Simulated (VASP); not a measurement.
# KZnF3 (Pm-3m) in VASP: a series of runs

KZnF3 is run at these levels: LDA, PBE; tasks: single point.

All numbers are computed with VASP 6.6.1; they aren't measurements. Logs are shortened: lines on timing, memory, paths and dates and some standing lists are left out, and cuts for length are marked.

## 1. The cell of the first run

The structure is cubic, space group Pm-3m (No. 221). Conventional cell: a = 3.974 Å, b = 3.974 Å, c = 3.974 Å, α = 90.00°, β = 90.00°, γ = 90.00°. Within 3.7 Å of K (site symmetry m-3m) lie 12 F at 2.81 Å and 8 Zn at 3.44 Å. Zn (site symmetry m-3m) has 6 F at 1.99 Å within 2.6 Å. F (site symmetry 4/mmm) has 2 Zn at 1.99 Å within 2.6 Å.

## 2. Single point, LDA

Contents of INCAR:

```
SYSTEM = KZnF3
PREC     = Accurate       ! precision mode
ENCUT    = 520            ! plane-wave cutoff, eV
EDIFF    = 1E-6           ! SCF threshold, eV
ISMEAR   = -1             ! smearing method
SIGMA    = 0.02           ! smearing width, eV
LREAL    = .FALSE.        ! projectors in reciprocal space
LASPH    = .TRUE.         ! aspherical terms in the spheres
NELM     = 60             ! most SCF steps
ALGO     = Normal         ! electronic algorithm
ISIF     = 2              ! what is computed and relaxed
LWAVE    = .FALSE.        ! write WAVECAR
LCHARG   = .FALSE.        ! write CHGCAR
NBANDS   = 29             ! bands
```

Contents of KPOINTS:

```
Automatic mesh
0
G
  6 6 6
  0 0 0
```

Contents of POSCAR:

```
KZnF3
1.0
    3.9735280876      0.0000000000      0.0000000000
    0.0000000000      3.9735280876      0.0000000000
    0.0000000000      0.0000000000      3.9735280876
K Zn F
1 1 3
Direct
    0.0000000000      0.0000000000      0.0000000000
    0.5000000000      0.5000000000      0.5000000000
    0.5000000000      0.5000000000      0.0000000000
    0.0000000000      0.5000000000      0.5000000000
    0.5000000000      0.0000000000      0.5000000000
```

Potentials or basis: VASP PAW LDA potentials, release 64 (K_sv, Zn, F).

Run with:

```bash
$ cat potpaw_LDA.64/K_sv/POTCAR potpaw_LDA.64/Zn/POTCAR potpaw_LDA.64/F/POTCAR > POTCAR
$ mpirun -np 1 vasp_std > vasp.out
```

OUTCAR:

```text
SYSTEM = KZnF3
   PREC = Accurate
   ENCUT = 520
   EDIFF = 1E-6
   ISMEAR = -1
   LREAL = .FALSE.
   LASPH = .TRUE.
   NELM = 60
   ISIF = 2

 ion  position               nearest neighbor table
   1  0.000  0.000  0.000-   3 2.81   4 2.81   5 2.81   4 2.81   5 2.81   3 2.81   4 2.81   4 2.81
                             3 2.81   5 2.81   5 2.81   3 2.81
   2  0.500  0.500  0.500-   3 1.99   4 1.99   5 1.99   3 1.99   5 1.99   4 1.99
   3  0.500  0.500  0.000-   2 1.99   2 1.99   1 2.81   1 2.81   1 2.81   1 2.81
   4  0.000  0.500  0.500-   2 1.99   2 1.99   1 2.81   1 2.81   1 2.81   1 2.81
   5  0.500  0.000  0.500-   2 1.99   2 1.99   1 2.81   1 2.81   1 2.81   1 2.81

  LATTYP: Found a simple cubic cell.
 ALAT       =     3.9735280876

  Lattice vectors:

 A1 = (   3.9735280876,   0.0000000000,   0.0000000000)
 A2 = (   0.0000000000,   3.9735280876,   0.0000000000)
 A3 = (   0.0000000000,   0.0000000000,   3.9735280876)

Analysis of symmetry for initial positions (statically):
=====================================================================
 Subroutine PRICEL returns:
 Original cell was already a primitive cell.

 Routine SETGRP: Setting up the symmetry group for a
 simple cubic supercell.

 Subroutine GETGRP returns: Found 48 space group operations
 (whereof 48 operations were pure point group operations)
 out of a pool of 48 trial point group operations.

The static configuration has the point symmetry O_h .

Analysis of symmetry for dynamics (positions and initial velocities):
=====================================================================
 Subroutine PRICEL returns:
 Original cell was already a primitive cell.

 Routine SETGRP: Setting up the symmetry group for a
 simple cubic supercell.

 Subroutine GETGRP returns: Found 48 space group operations
 (whereof 48 operations were pure point group operations)
 out of a pool of 48 trial point group operations.

The dynamic configuration has the point symmetry O_h .

 Subroutine INISYM returns: Found 48 space group operations
 (whereof 48 operations are pure point group operations),
 and found     1 'primitive' translations

----------------------------------------------------------------------------------------

                                     Primitive cell

  volume of cell :      62.7377

  direct lattice vectors                    reciprocal lattice vectors
     3.973528088  0.000000000  0.000000000     0.251665517  0.000000000  0.000000000
     0.000000000  3.973528088  0.000000000     0.000000000  0.251665517  0.000000000
     0.000000000  0.000000000  3.973528088     0.000000000  0.000000000  0.251665517

  length of vectors
     3.973528088  3.973528088  3.973528088     0.251665517  0.251665517  0.251665517

  position of ions in fractional coordinates (direct lattice)
     0.000000000  0.000000000  0.000000000
     0.500000000  0.500000000  0.500000000
     0.500000000  0.500000000  0.000000000
     0.000000000  0.500000000  0.500000000
     0.500000000  0.000000000  0.500000000

  ion indices of the primitive-cell ions
   primitive index   ion index
                 1           1
                 2           2
                 3           3
                 4           4
                 5           5

----------------------------------------------------------------------------------------

 KPOINTS: Automatic mesh

Automatic generation of k-mesh.
 Grid dimensions read from file:
 generate k-points for:    6    6    6

 Generating k-lattice:

  Cartesian coordinates                     Fractional coordinates (reciprocal lattice)
     0.041944253  0.000000000  0.000000000     0.166666667  0.000000000  0.000000000
     0.000000000  0.041944253  0.000000000     0.000000000  0.166666667  0.000000000
     0.000000000  0.000000000  0.041944253     0.000000000  0.000000000  0.166666667

  Length of vectors
     0.041944253  0.041944253  0.041944253

  Shift w.r.t. Gamma in fractional coordinates (k-lattice)
     0.000000000  0.000000000  0.000000000

 Subroutine IBZKPT returns following result:
 ===========================================

 Found     20 irreducible k-points:

 Following reciprocal coordinates:
            Coordinates               Weight
  0.000000  0.000000  0.000000      1.000000
  0.166667  0.000000  0.000000      6.000000
  0.333333  0.000000  0.000000      6.000000
  0.500000  0.000000  0.000000      3.000000
  0.166667  0.166667  0.000000     12.000000
  0.333333  0.166667  0.000000     24.000000
[... 12 lines left out ...]
  0.500000  0.500000  0.333333      6.000000
  0.500000  0.500000  0.500000      1.000000
   k-points           NKPTS =     20   k-points in BZ     NKDIM =     20   number of bands    NBANDS=     29
   number of dos      NEDOS =    301   number of ions     NIONS =      5
   total plane-waves  NPLWV =  27000
   dimension x,y,z NGX =    30 NGY =   30 NGZ =   30
   dimension x,y,z NGXF=    60 NGYF=   60 NGZF=   60
   ions per type =               1   1   3
   NGX,Y,Z   is equivalent  to a cutoff of  12.55, 12.55, 12.55 a.u.
   NGXF,Y,Z  is equivalent  to a cutoff of  25.10, 25.10, 25.10 a.u.
 SYSTEM =  KZnF3
   PREC   = accura    normal or accurate (medium, high low for compatibility)
   ISTART =      0    job   : 0-new  1-cont  2-samecut
   ICHARG =      2    charge: 1-file 2-atom 10-const
   ISPIN  =      1    spin polarized calculation?
   LNONCOLLINEAR =      F non collinear calculations
   LSORBIT =      F    spin-orbit coupling
   LASPH  =      T    aspherical Exc in radial PAW
   ENCUT  =  520.0 eV  38.22 Ry    6.18 a.u.   7.39  7.39  7.39*2*pi/ulx,y,z
   NELM   =     60;   NELMIN=  2; NELMDL= -5     # of ELM steps
   EDIFF  = 0.1E-05   stopping-criterion for ELM
   LREAL  =      F    real-space projection
   EDIFFG = 0.1E-04   stopping-criterion for IOM
   NSW    =      0    number of steps for IOM
   IBRION =     -1    ionic relax: 0-MD 1-quasi-New 2-CG
   NFREE  =      0    steps in history (QN), initial steepest desc. (CG)
   ISIF   =      2    stress and relaxation
   ISYM   =      2    0-nonsym 1-usesym 2-fastsym
   POTIM  = 0.5000    time-step for ionic-motion
   TEBEG  =    0.0;   TEEND  =   0.0 temperature during run
   PSTRESS=    0.0 pullay stress
   NELECT =      42.0000    total number of electrons
   NUPDOWN=      -1.0000    fix difference up-down
   EMIN   =  10.00;   EMAX   =-10.00  energy-range for DOS
   EFERMI =   0.00;   METHOD = LEGACY
   ISMEAR =    -1;   SIGMA  =   0.02  broadening in eV -4-tet -1-fermi 0-gaus
   EFERMI_NEDOS =   21; number of points for ismear=-14 and -15
   IALGO  =     38    algorithm
   IMIX   =      4    mixing-type and parameters
     AMIX     =   0.40;   BMIX     =  1.00
     AMIX_MAG =   1.60;   BMIX_MAG =  1.00
  volume/ion in A,a.u.               =      12.55        84.68
  Fermi-wavevector in a.u.,A,eV,Ry     =   1.432127  2.706328 27.905396  2.050989
  Thomas-Fermi vector in A             =   2.551789
   LORBIT       =      0    0 simple, 1 ext, 2 COOP (PROOUT), +10 PAW based schemes
   GGA     = CA    functional components
   LHFCALC =     F    Hartree Fock is set to
   AEXX    =    0.0000 exact exchange contribution
   IVDW    =     0    specifies the selected vdW correction
   LEPSILON=     F    determine dielectric tensor
   LRPA    =     F    only Hartree local field effects (RPA)
 non-spin polarized calculation
  energy-cutoff  :      520.00
  volume of cell :       62.74
 maximum number of plane-waves:      1743
 NGX is ok and might be reduce to    30
   NGX = 15   NGY = 15   NGZ = 15

 number of electron      41.9999992 magnetization

 Free energy of the ion-electron system (eV)
  ---------------------------------------------------
  ext. energy  EPLUGINS =         0.00000000
  ---------------------------------------------------
  free energy    TOTEN  =       -23.10441250 eV

  energy without entropy =      -23.10441250  energy(sigma->0) =      -23.10441250

 E-fermi :  -0.0991     XC(G=0): -10.8971

 val. band max:       -0.5840303428   @ k =   0.5000   0.5000   0.5000
 cond. band min:       3.1632946721   @ k =   0.0000   0.0000   0.0000
 fundamental gap:      3.7473250150
 Fermi energy:        -0.0991331116

 k-point     1 :       0.0000    0.0000    0.0000
  band No.  band energies     occupation
      1     -27.3400      2.00000
      2     -22.2534      2.00000
      3     -21.5027      2.00000
      4     -21.5027      2.00000
      5     -11.0866      2.00000
      6     -11.0866      2.00000
[... 21 lines left out ...]
     28      10.1764      0.00000
     29      13.6096      0.00000

 k-point     2 :       0.1667    0.0000    0.0000
  band No.  band energies     occupation
      1     -27.3310      2.00000
      2     -22.2176      2.00000
      3     -21.5379      2.00000
      4     -21.4996      2.00000
      5     -11.0800      2.00000
      6     -11.0699      2.00000
[... 21 lines left out ...]
     28      10.2571      0.00000
     29      13.3838      0.00000

 k-point     3 :       0.3333    0.0000    0.0000
  band No.  band energies     occupation
      1     -27.3130      2.00000
      2     -22.1342      2.00000
      3     -21.6216      2.00000
      4     -21.4948      2.00000
      5     -11.0666      2.00000
      6     -11.0360      2.00000
[... 21 lines left out ...]
     28      10.4340      0.00000
     29      12.9029      0.00000

 k-point     4 :       0.5000    0.0000    0.0000
  band No.  band energies     occupation
      1     -27.3040      2.00000
      2     -22.0822      2.00000
      3     -21.6735      2.00000
      4     -21.4919      2.00000
      5     -11.0599      2.00000
      6     -11.0188      2.00000
[... 469 lines left out ...]
     28      11.9032      0.00000
     29      11.9169      0.00000

 k-point    19 :       0.5000    0.5000    0.3333
  band No.  band energies     occupation
      1     -27.2673      2.00000
      2     -21.7007      2.00000
      3     -21.6809      2.00000
      4     -21.6809      2.00000
      5     -11.2730      2.00000
      6     -11.2730      2.00000
[... 21 lines left out ...]
     28      11.9555      0.00000
     29      12.2943      0.00000

 k-point    20 :       0.5000    0.5000    0.5000
  band No.  band energies     occupation
      1     -27.2633      2.00000
      2     -21.6745      2.00000
      3     -21.6745      2.00000
      4     -21.6745      2.00000
      5     -11.3090      2.00000
      6     -11.3090      2.00000
[... 21 lines left out ...]
     28      11.8952      0.00000
     29      12.7855      0.00000

------------------------ aborting loop because EDIFF is reached ----------------------------------------

  FORCE on cell =-STRESS in cart. coord.  units (eV):
  Direction    XX          YY          ZZ          XY          YZ          ZX
  --------------------------------------------------------------------------------------
  -------------------------------------------------------------------------------------
  Total        0.2060116      0.2060116      0.2060116      0.0000000      0.0000000     -0.0000000
  in kB        5.2610606      5.2610606      5.2610606      0.0000000      0.0000000     -0.0000000
  external PRESSURE =       5.2610606 kB  Pullay stress =       0.0000000 kB

 VOLUME and BASIS-vectors are now :
 -----------------------------------------------------------------------------
  energy-cutoff  :      520.00
  volume of cell :       62.74
      direct lattice vectors                 reciprocal lattice vectors
     3.973528088  0.000000000  0.000000000     0.251665517  0.000000000  0.000000000
     0.000000000  3.973528088  0.000000000     0.000000000  0.251665517  0.000000000
     0.000000000  0.000000000  3.973528088     0.000000000  0.000000000  0.251665517

 POSITION                                       TOTAL-FORCE (eV/Angst)
 -----------------------------------------------------------------------------------
      0.00000      0.00000      0.00000         0.000000      0.000000      0.000000
      1.98676      1.98676      1.98676         0.000000      0.000000      0.000000
      1.98676      1.98676      0.00000         0.000000      0.000000      0.000000
      0.00000      1.98676      1.98676         0.000000      0.000000      0.000000
      1.98676      0.00000      1.98676         0.000000      0.000000      0.000000
 -----------------------------------------------------------------------------------
    total drift:                                0.000000      0.000000     -0.000000

  FREE ENERGIE OF THE ION-ELECTRON SYSTEM (eV)
  ---------------------------------------------------
  free  energy   TOTEN  =       -23.1044124989 eV

  energy  without entropy=      -23.1044124989  energy(sigma->0) =      -23.10441250
```

It took 35 s on 1 thread of Intel Xeon 6975P-C, shared host; peak memory 0.17 GiB.

Results:

```yaml
Free_energy: -23.1044 eV
Pressure: 0.5 GPa
Band_gap_on_the_k_mesh: 3.75 eV, indirect (least direct gap 5.89 eV)
```

Levels at points of the mesh, in eV from the valence-band top:
```csv
k point,band 17,band 18,band 19,band 20,band 21,band 22,band 23,band 24,band 25,band 26
"(0.00, 0.00, 0.00)",-2.40,-2.40,-2.14,-2.14,-2.14,3.75,8.21,8.21,9.20,10.76
"(0.50, 0.00, 0.00)",-2.36,-2.36,-1.91,-1.91,-1.66,6.70,8.08,9.27,10.91,10.91
"(0.50, 0.50, 0.00)",-2.24,-2.01,-2.01,-1.78,0.00,8.10,9.87,10.08,10.08,11.27
"(0.50, 0.50, 0.50)",-1.75,-1.75,-1.75,0.00,0.00,8.13,8.13,8.13,10.51,12.03
```

## 3. Single point, PBE

This run uses another cell than the first one, of 13.25 Å³/atom, 1.056 times its volume.

Contents of INCAR:

```
SYSTEM = KZnF3
ALGO = Normal
EDIFF = 1E-7
ENCUT = 520
GGA = PE
ISIF = 2
ISMEAR = -1
LASPH = .True.
LCHARG = .True.
LELF = .True.
LREAL = .False.
LVHAR = .True.
LWAVE = .False.
NBANDS = 29
NELM = 100
PREC = Accurate
SIGMA = 0.02
```

Contents of KPOINTS:

```
k-points
0
Gamma
  6 6 6
  0 0 0
```

Edit POSCAR of step 2 so:

```diff
@@ -2,5 +2,5 @@
 1.0
-    3.9735280876      0.0000000000      0.0000000000
-    0.0000000000      3.9735280876      0.0000000000
-    0.0000000000      0.0000000000      3.9735280876
+    4.0461680130      0.0000000000      0.0000000000
+    0.0000000000      4.0461680130      0.0000000000
+    0.0000000000      0.0000000000      4.0461680130
 K Zn F
```

Potentials or basis: VASP PAW PBE potentials, release 64 (K_sv, Zn, F).

Run with:

```bash
$ cat potpaw_PBE.64/K_sv/POTCAR potpaw_PBE.64/Zn/POTCAR potpaw_PBE.64/F/POTCAR > POTCAR
$ mpirun -np 1 vasp_std > vasp.out
```

Wall time 43 s (1 thread of Intel Xeon 6975P-C, shared host); peak memory 0.19 GiB.

It converged, with:

| Quantity | Value |
| --- | --- |
| Free energy | -20.2584 eV |
| Pressure | 5.2 GPa |
| Band gap on the k mesh | 3.80 eV, indirect (least direct gap 5.67 eV) |

Levels at points of the mesh, in eV from the valence-band top:
```
           k point  band 17  band 18  band 19  band 20  band 21  band 22  band 23  band 24  band 25  band 26
(0.00, 0.00, 0.00)    -2.08    -2.08    -1.87    -1.87    -1.87     3.80     8.68     8.68     9.41    11.02
(0.50, 0.00, 0.00)    -2.05    -2.05    -1.71    -1.71    -1.58     6.58     8.30     9.64    11.08    11.08
(0.50, 0.50, 0.00)    -2.06    -1.80    -1.80    -1.53     0.00     8.05    10.12    10.16    10.16    11.42
(0.50, 0.50, 0.50)    -1.51    -1.51    -1.51     0.00     0.00     8.42     8.42     8.42    10.25    12.25
```

A k mesh can miss the band edges. PBE gaps usually lie below the measured ones, often by a third to a half.

## 4. Single point, LDA

This run uses another cell than the first one, of 13.25 Å³/atom, 1.056 times its volume.

Contents of INCAR:

```
SYSTEM = KZnF3
PREC     = Accurate       ! precision mode
ENCUT    = 520            ! plane-wave cutoff, eV
EDIFF    = 1E-7           ! SCF threshold, eV
ISMEAR   = 0              ! smearing method
SIGMA    = 0.01           ! smearing width, eV
LREAL    = .False.        ! projectors in reciprocal space
LASPH    = .True.         ! aspherical terms in the spheres
NELM     = 60             ! most SCF steps
ALGO     = Normal         ! electronic algorithm
ISIF     = 2              ! what is computed and relaxed
LWAVE    = .False.        ! write WAVECAR
LCHARG   = .False.        ! write CHGCAR
NBANDS   = 29             ! bands
```

Contents of KPOINTS:

```
regular mesh
0
Gamma
  6 6 6
  0 0 0
```

POSCAR is that of step 3.

Potentials or basis: VASP PAW LDA potentials, release 64 (K_sv, Zn, F).

Run with:

```bash
$ cat potpaw_LDA.64/K_sv/POTCAR potpaw_LDA.64/Zn/POTCAR potpaw_LDA.64/F/POTCAR > POTCAR
$ mpirun -np 1 vasp_std > vasp.out
```

It took 36 s on 1 thread of Intel Xeon 6975P-C, shared host; peak memory 0.17 GiB.

Results (log left out):

- Free energy: -23.0690 eV
- Pressure: -4.2 GPa
- Band gap on the k mesh: 3.60 eV, indirect (least direct gap 5.42 eV)

Levels at points of the mesh, in eV from the valence-band top:
```tsv
k point	band 17	band 18	band 19	band 20	band 21	band 22	band 23	band 24	band 25	band 26
(0.00, 0.00, 0.00)	-2.03	-2.03	-1.82	-1.82	-1.82	3.60	8.46	8.46	9.06	10.92
(0.50, 0.00, 0.00)	-2.00	-2.00	-1.68	-1.68	-1.63	6.42	8.05	9.46	10.96	10.96
(0.50, 0.50, 0.00)	-2.08	-1.78	-1.78	-1.46	0.00	7.89	9.90	9.90	9.92	11.35
(0.50, 0.50, 0.50)	-1.44	-1.44	-1.44	0.00	0.00	8.21	8.21	8.21	10.07	11.90
```

A k mesh can miss the band edges.

## 5. The runs side by side

| level | potentials or basis | cell | smearing | gap on the mesh (eV) | pressure (GPa) |
| --- | --- | --- | --- | --- | --- |
| LDA | VASP PAW LDA potentials, release 64 (K_sv, Zn, F) | a = 3.974 Å, 5 atoms | fermi-dirac 0.02 eV | 3.75 | 0.5 |
| PBE | VASP PAW PBE potentials, release 64 (K_sv, Zn, F) | a = 4.046 Å, 5 atoms | fermi-dirac 0.02 eV | 3.80 | 5.2 |
| LDA | VASP PAW LDA potentials, release 64 (K_sv, Zn, F) | a = 4.046 Å, 5 atoms | gaussian 0.01 eV | 3.60 | -4.2 |

Alike in all rows: task single point; no spin polarisation; k mesh 6 × 6 × 6; cutoff (eV) 520.

Total energies depend on the potentials used, so only differences within one code and one set of settings carry meaning.
